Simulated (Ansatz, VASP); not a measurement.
## One calculation of SnO, two programs

Contents of INCAR:

```
  PREC = Accurate
  ENCUT = 910
  EDIFF = 1E-6
  ISMEAR = -1
  SIGMA = 0.02
  LREAL = F
  LASPH = T
  NELM = 120
  ALGO = Normal
  ISIF = 2
  LWAVE = F
  LCHARG = T
  GGA = PS
  LELF = T
  LVHAR = T
  NBANDS = 28
  GGA_COMPAT = F
```

The input KPOINTS:

```
Automatic mesh
0
Gamma
  8 5 6
```

File POSCAR:

```
SnO
1.0
    3.3550050000      0.0000000000      0.0000000000
    0.0000000000      5.6741040000      0.0000000000
    0.0000000000      0.0000000000      4.2219700000
Sn O
2 2
Direct
    0.5000000000      0.7680910000      0.0131440000
    0.0000000000      0.2319090000      0.5131440000
    0.5000000000      0.1087500000      0.2368570000
    0.0000000000      0.8912500000      0.7368570000
```

Input for Ansatz:

```yaml
crystal:
  lattice:
    - [3.355005, 0.0, 0.0]
    - [0.0, 5.674104, 0.0]
    - [0.0, 0.0, 4.22197]
  atoms:
    - { symbol: Sn, position: [0.5, 0.768091, 0.013144] }
    - { symbol: Sn, position: [0.0, 0.231909, 0.513144] }
    - { symbol: O, position: [0.5, 0.10875, 0.236857] }
    - { symbol: O, position: [0.0, 0.89125, 0.736857] }
hamiltonian:
  xc: pbesol
kpoints:
  mp_grid: { grid: [8, 5, 6] }
scf:
  occupations: { method: fermi_dirac, width: 0.02 }
  convergence: { dr2_threshold: 1.0e-11 }
basis:
  ecutwfc: 600
output:
  forces: true
```

Alike in both runs: task single point; functional PBEsol; k mesh 8 × 5 × 6; occupations fermi-dirac, width 0.02 eV; no spin polarisation.

|  | VASP | Ansatz |
| --- | --- | --- |
| version | VASP 6.6.1 | Ansatz 0.2.0 |
| potentials or method | VASP PAW PBE potentials, release 64 (Sn_d, O_h), cutoff 910 eV | scalar-relativistic, plane waves, PAW |
| valence electrons in the cell | 40 | 40 |

|  | VASP | Ansatz | Ansatz less VASP |
| --- | --- | --- | --- |
| rms of the force components (eV/Å) | 0.159 | 0.189 | +0.0297 |

VASP's potentials were made for PBE, not for PBEsol. Atom by atom the forces differ by 0.032 eV/Å (rms over components).

Noted on VASP's run: the cutoff is short for stress, so the pressure is rough.
